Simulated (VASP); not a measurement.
# RbBr (P1) in VASP: relaxation of cell and atoms with PBE

Aim: the relaxation of cell and atoms of RbBr with PBE.

Everything below comes from runs of VASP 6.6.1. Logs are shortened: lines on timing, memory, paths and dates and some standing lists are left out, and cuts for length are marked.

## Step 1: The cell of the first run

The typed cell holds 2 atoms: a = 4.193 Å, b = 4.193 Å, c = 4.193 Å, α = 90.00°, β = 90.00°, γ = 90.00°.

## Step 2: Relaxation of cell and atoms, PBE

The input, INCAR:

```
PREC = Accurate
ENCUT = 600
EDIFF = 1E-6
ISMEAR = 0
SIGMA = 0.05
LREAL = False
LASPH = True
NELM = 80
ALGO = Normal
ISIF = 3
LWAVE = False
LCHARG = False
GGA = PE
IBRION = 2
NSW = 100
EDIFFG = -0.01
```

The input, KPOINTS:

```
Automatic mesh
0
Gamma
  6 6 6
```

The input, POSCAR:

```
RbBr
1.0
    4.1929010518      0.0000000000      0.0000000000
    0.0000000000      4.1929010518      0.0000000000
    0.0000000000      0.0000000000      4.1929010518
Rb Br
1 1
Direct
    0.0440616418     -0.0203899238      0.1346111069
    0.4559383582      0.5203899238      0.3653888931
```

Potentials or basis: VASP PAW PBE potentials, release 64 (Rb_sv, Br).

Command:

```bash
cat potpaw_PBE.64/Rb_sv/POTCAR potpaw_PBE.64/Br/POTCAR > POTCAR
mpirun -np 1 vasp_std > vasp.out
```

OUTCAR:

```text
PREC = Accurate
   ENCUT = 600
   EDIFF = 1E-6
   ISMEAR = 0
   LREAL = False
   LASPH = True
   NELM = 80
   ISIF = 3
   GGA = PE
   IBRION = 2
   NSW = 100
   EDIFFG = -0.01

 ion  position               nearest neighbor table
   1  0.044  0.980  0.135-   2 2.76   2 3.01   2 3.27   2 3.49   2 4.13
   2  0.456  0.520  0.365-   1 2.76   1 3.01   1 3.27   1 3.49   1 4.13

  LATTYP: Found a simple cubic cell.
 ALAT       =     4.1929010518

  Lattice vectors:

 A1 = (   4.1929010518,   0.0000000000,   0.0000000000)
 A2 = (   0.0000000000,   4.1929010518,   0.0000000000)
 A3 = (   0.0000000000,   0.0000000000,   4.1929010518)

Analysis of symmetry for initial positions (statically):
=====================================================================
 Subroutine PRICEL returns:
 Original cell was already a primitive cell.

 Routine SETGRP: Setting up the symmetry group for a
 simple cubic supercell.

 Subroutine GETGRP returns: Found  1 space group operations
 (whereof  1 operations were pure point group operations)
 out of a pool of 48 trial point group operations.

The static configuration has the point symmetry C_1 .

Analysis of symmetry for dynamics (positions and initial velocities):
=====================================================================
 Subroutine PRICEL returns:
 Original cell was already a primitive cell.

 Routine SETGRP: Setting up the symmetry group for a
 simple cubic supercell.

 Subroutine GETGRP returns: Found  1 space group operations
 (whereof  1 operations were pure point group operations)
 out of a pool of 48 trial point group operations.

The dynamic configuration has the point symmetry C_1 .

 Subroutine INISYM returns: Found  1 space group operations
 (whereof  1 operations are pure point group operations),
 and found     1 'primitive' translations

----------------------------------------------------------------------------------------

                                     Primitive cell

  volume of cell :      73.7130

  direct lattice vectors                    reciprocal lattice vectors
     4.192901052  0.000000000  0.000000000     0.238498354  0.000000000  0.000000000
     0.000000000  4.192901052  0.000000000     0.000000000  0.238498354  0.000000000
     0.000000000  0.000000000  4.192901052     0.000000000  0.000000000  0.238498354

  length of vectors
     4.192901052  4.192901052  4.192901052     0.238498354  0.238498354  0.238498354

  position of ions in fractional coordinates (direct lattice)
     0.044061642  0.979610076  0.134611107
     0.455938358  0.520389924  0.365388893

  ion indices of the primitive-cell ions
   primitive index   ion index
                 1           1
                 2           2

----------------------------------------------------------------------------------------

 KPOINTS: Automatic mesh

Automatic generation of k-mesh.
 Grid dimensions read from file:
 generate k-points for:    6    6    6

 Generating k-lattice:

  Cartesian coordinates                     Fractional coordinates (reciprocal lattice)
     0.039749726  0.000000000  0.000000000     0.166666667  0.000000000  0.000000000
     0.000000000  0.039749726  0.000000000     0.000000000  0.166666667  0.000000000
     0.000000000  0.000000000  0.039749726     0.000000000  0.000000000  0.166666667

  Length of vectors
     0.039749726  0.039749726  0.039749726

  Shift w.r.t. Gamma in fractional coordinates (k-lattice)
     0.000000000  0.000000000  0.000000000

 Subroutine IBZKPT returns following result:
 ===========================================

 Found    112 irreducible k-points:

 Following reciprocal coordinates:
            Coordinates               Weight
  0.000000  0.000000  0.000000      1.000000
  0.166667  0.000000  0.000000      2.000000
  0.000000  0.166667  0.000000      2.000000
  0.000000  0.000000  0.166667      2.000000
  0.333333  0.000000  0.000000      2.000000
  0.000000  0.333333  0.000000      2.000000
[... 16 lines left out ...]
  0.000000 -0.333333  0.166667      2.000000
 -0.166667  0.000000  0.333333      2.000000
 [... further k-points ...]
   k-points           NKPTS =    112   k-points in BZ     NKDIM =    112   number of bands    NBANDS=     12
   number of dos      NEDOS =    301   number of ions     NIONS =      2
   total plane-waves  NPLWV =  46656
   dimension x,y,z NGX =    36 NGY =   36 NGZ =   36
   dimension x,y,z NGXF=    72 NGYF=   72 NGZF=   72
   ions per type =               1   1
   NGX,Y,Z   is equivalent  to a cutoff of  14.27, 14.27, 14.27 a.u.
   NGXF,Y,Z  is equivalent  to a cutoff of  28.55, 28.55, 28.55 a.u.
 SYSTEM =  unknown system
   PREC   = accura    normal or accurate (medium, high low for compatibility)
   ISTART =      0    job   : 0-new  1-cont  2-samecut
   ICHARG =      2    charge: 1-file 2-atom 10-const
   ISPIN  =      1    spin polarized calculation?
   LNONCOLLINEAR =      F non collinear calculations
   LSORBIT =      F    spin-orbit coupling
   LASPH  =      T    aspherical Exc in radial PAW
   ENCUT  =  600.0 eV  44.10 Ry    6.64 a.u.   8.37  8.37  8.37*2*pi/ulx,y,z
   NELM   =     80;   NELMIN=  2; NELMDL= -5     # of ELM steps
   EDIFF  = 0.1E-05   stopping-criterion for ELM
   LREAL  =      F    real-space projection
   EDIFFG = -.1E-01   stopping-criterion for IOM
   NSW    =    100    number of steps for IOM
   IBRION =      2    ionic relax: 0-MD 1-quasi-New 2-CG
   NFREE  =      1    steps in history (QN), initial steepest desc. (CG)
   ISIF   =      3    stress and relaxation
   ISYM   =      2    0-nonsym 1-usesym 2-fastsym
   POTIM  = 0.5000    time-step for ionic-motion
   TEBEG  =    0.0;   TEEND  =   0.0 temperature during run
   PSTRESS=    0.0 pullay stress
   NELECT =      16.0000    total number of electrons
   NUPDOWN=      -1.0000    fix difference up-down
   EMIN   =  10.00;   EMAX   =-10.00  energy-range for DOS
   EFERMI =   0.00;   METHOD = LEGACY
   ISMEAR =     0;   SIGMA  =   0.05  broadening in eV -4-tet -1-fermi 0-gaus
   EFERMI_NEDOS =   21; number of points for ismear=-14 and -15
   IALGO  =     38    algorithm
   IMIX   =      4    mixing-type and parameters
     AMIX     =   0.40;   BMIX     =  1.00
     AMIX_MAG =   1.60;   BMIX_MAG =  1.00
  volume/ion in A,a.u.               =      36.86       248.72
  Fermi-wavevector in a.u.,A,eV,Ry     =   0.983861  1.859227 13.170189  0.967982
  Thomas-Fermi vector in A             =   2.115050
   LORBIT       =      0    0 simple, 1 ext, 2 COOP (PROOUT), +10 PAW based schemes
   GGA     = PE    functional components
   LHFCALC =     F    Hartree Fock is set to
   AEXX    =    0.0000 exact exchange contribution
   IVDW    =     0    specifies the selected vdW correction
   LEPSILON=     F    determine dielectric tensor
   LRPA    =     F    only Hartree local field effects (RPA)
 conjugate gradient relaxation of ions
 non-spin polarized calculation
 Gauss-broadening in eV      SIGMA  =   0.05
  energy-cutoff  :      600.00
  volume of cell :       73.71
 maximum number of plane-waves:      2517
 NGX is ok and might be reduce to    36
   NGX = 17   NGY = 17   NGZ = 17

--------------------------------------- Ionic step        1  -------------------------------------------

 number of electron      16.0000000 magnetization

 Free energy of the ion-electron system (eV)
  ---------------------------------------------------
  ext. energy  EPLUGINS =         0.00000000
  ---------------------------------------------------
  free energy    TOTEN  =        -5.25927604 eV

  energy without entropy =       -5.25927604  energy(sigma->0) =       -5.25927604

------------------------ aborting loop because EDIFF is reached ----------------------------------------

  FORCE on cell =-STRESS in cart. coord.  units (eV):
  Direction    XX          YY          ZZ          XY          YZ          ZX
  --------------------------------------------------------------------------------------
  -------------------------------------------------------------------------------------
  Total        3.5419760      4.3605789      1.3334965     -1.2024278     -0.9245853      1.5161983
  in kB       76.9861056     94.7787314     28.9840203    -26.1351943    -20.0961904     32.9551097
  external PRESSURE =      66.9162858 kB  Pullay stress =       0.0000000 kB
[... 89 lines left out ...]
  FREE ENERGIE OF THE ION-ELECTRON SYSTEM (eV)
  ---------------------------------------------------
  free  energy   TOTEN  =        -5.8170165096 eV

  energy  without entropy=       -5.8170165096  energy(sigma->0) =       -5.81701651

[... ionic steps 4 to 24 ...]

--------------------------------------- Ionic step       25  -------------------------------------------

 number of electron      16.0000001 magnetization

------------------------ aborting loop because EDIFF is reached ----------------------------------------
[... 67 lines left out ...]
--------------------------------------- Ionic step       27  -------------------------------------------

 number of electron      16.0000002 magnetization

 Free energy of the ion-electron system (eV)
  ---------------------------------------------------
  ext. energy  EPLUGINS =         0.00000000
  ---------------------------------------------------
  free energy    TOTEN  =        -6.02639634 eV

  energy without entropy =       -6.02639634  energy(sigma->0) =       -6.02639634

 E-fermi :  -1.5497     XC(G=0):  -6.9464

 val. band max:       -1.7963268650   @ k =   0.0000   0.0000   0.0000
 cond. band min:       2.1386976464   @ k =   0.0000   0.0000   0.0000
 fundamental gap:      3.9350245115
 Fermi energy:        -1.5497390630

 k-point     1 :       0.0000    0.0000    0.0000
  band No.  band energies     occupation
      1     -26.6743      2.00000
      2     -14.0576      2.00000
      3     -10.7474      2.00000
      4     -10.7469      2.00000
      5     -10.6916      2.00000
      6      -2.0165      2.00000
      7      -2.0057      2.00000
      8      -1.7963      2.00000
      9       2.1387      0.00000
     10       4.2692      0.00000
     11       6.5019      0.00000
     12       6.5669      0.00000
[... 331 lines left out ...]
 k-point    24 :      -0.1667    0.0000    0.3333
  band No.  band energies     occupation
      1     -26.6677      2.00000
      2     -14.0746      2.00000
      3     -10.8212      2.00000
      4     -10.7240      2.00000
      5     -10.6640      2.00000
      6      -2.6691      2.00000
      7      -2.1589      2.00000
      8      -1.9035      2.00000
      9       4.2503      0.00000
     10       4.9378      0.00000
     11       5.4260      0.00000
     12       6.6969      0.00000

 [... further k-points ...]

------------------------ aborting loop because EDIFF is reached ----------------------------------------

  FORCE on cell =-STRESS in cart. coord.  units (eV):
  Direction    XX          YY          ZZ          XY          YZ          ZX
  --------------------------------------------------------------------------------------
  -------------------------------------------------------------------------------------
  Total       -0.0174135      0.0072493     -0.0189801     -0.0017605      0.0123876      0.0122039
  in kB       -0.3224776      0.1342478     -0.3514891     -0.0326022      0.2294042      0.2260015
  external PRESSURE =      -0.1799063 kB  Pullay stress =       0.0000000 kB
[... 17 lines left out ...]
  FREE ENERGIE OF THE ION-ELECTRON SYSTEM (eV)
  ---------------------------------------------------
  free  energy   TOTEN  =        -6.0263963382 eV

  energy  without entropy=       -6.0263963382  energy(sigma->0) =       -6.02639634

 reached required accuracy - stopping structural energy minimisation
```

Run time: 17 min. Hardware: 1 thread of Intel Xeon Platinum 8488C (Sapphire Rapids), shared host; peak memory 0.3 GiB.

Results:

```yaml
Free_energy: -6.0264 eV
Relaxed_volume: 43.26 Å³/atom
Relaxed_cell: a = 4.778 Å, b = 4.360 Å, c = 4.779 Å, α = 90.21°, β = 60.35°, γ = 90.03°
Space_group_after_relaxing_to_0.1_Å: P-6m2 (No. 187)
Energy_gained_by_relaxing: 383.6 meV/atom
Ionic_steps: 27
Pressure_after_relaxing: 0.0 GPa
Largest_force_after_relaxing: 0.006 eV/Å
Band_gap_on_the_k_mesh: 3.94 eV
```

Forces on the atoms (eV/Å):
```
Rb  -0.003  0.004 -0.003
Br   0.003 -0.004  0.003
```

Step by step:
```csv
step,energy change (eV),largest force (eV/Å),pressure (GPa),volume (Å³)
1,0.0000,2.0991,6.69,73.71
2,-0.5575,0.2252,-0.06,91.06
3,-0.5577,0.2025,-0.18,91.85
4,-0.5577,0.2131,-0.12,91.47
5,-0.5761,0.1894,-0.13,91.23
6,-0.6161,0.1612,-0.07,90.35
7,-0.6001,0.4317,0.60,87.75
8,-0.6284,0.2027,0.05,89.54
9,-0.6286,0.2169,0.09,89.38
10,-0.6451,0.2160,-0.11,89.81
11,-0.6757,0.2118,-0.39,90.79
12,-0.6954,0.1592,-0.15,88.04
13,-0.7006,0.1414,0.14,85.85
14,-0.7119,0.1276,0.04,85.82
15,-0.7189,0.1137,0.00,85.69
16,-0.7197,0.1067,0.01,85.62
17,-0.7299,0.0818,-0.03,85.70
18,-0.7411,0.0805,0.08,85.67
19,-0.7423,0.0392,0.00,85.72
20,-0.7534,0.0722,0.01,85.79
21,-0.7568,0.0953,0.05,85.72
22,-0.7618,0.0600,-0.06,86.70
23,-0.7623,0.0522,-0.10,87.10
24,-0.7660,0.0191,0.09,85.78
25,-0.7661,0.0121,0.13,85.52
26,-0.7662,0.0181,-0.14,87.45
27,-0.7671,0.0058,-0.02,86.52
```

Final structure:
```cif
data_structure
_symmetry_space_group_name_H-M 'P 1'
_symmetry_Int_Tables_number 1
_cell_length_a 4.7780
_cell_length_b 4.3604
_cell_length_c 4.7785
_cell_angle_alpha 90.213
_cell_angle_beta 60.347
_cell_angle_gamma 90.031
_cell_volume 86.52
loop_
_atom_site_label
_atom_site_type_symbol
_atom_site_fract_x
_atom_site_fract_y
_atom_site_fract_z
_atom_site_occupancy
Rb1 Rb 0.08313 0.99945 0.08322 1
Br1 Br 0.41687 0.50055 0.41678 1
```

Levels at points of the mesh, in eV from the valence-band top:
```tsv
k point	band 5	band 6	band 7	band 8	band 9	band 10	band 11	band 12
(0.00, 0.00, 0.00)	-8.90	-0.22	-0.21	0.00	3.94	6.07	8.30	8.36
(0.50, 0.00, 0.00)	-8.87	-0.97	-0.24	-0.11	5.79	6.74	7.54	9.10
(0.00, 0.50, 0.00)	-8.92	-1.17	-0.16	-0.15	6.61	6.76	7.54	7.59
(0.00, 0.00, 0.50)	-8.87	-0.97	-0.24	-0.11	5.79	6.74	7.54	9.10
(0.50, 0.50, 0.00)	-8.95	-0.80	-0.61	-0.36	6.04	6.95	9.56	9.62
(0.00, 0.50, 0.50)	-8.95	-0.80	-0.61	-0.36	6.04	6.95	9.56	9.62
(0.50, 0.00, 0.50)	-8.87	-0.97	-0.25	-0.11	5.78	6.75	7.56	9.08
(0.50, 0.50, 0.50)	-8.95	-0.79	-0.61	-0.38	6.06	6.95	9.56	9.64
```

Caveat: the volume moved by over 15 % at a fixed basis, so the end points are rough.
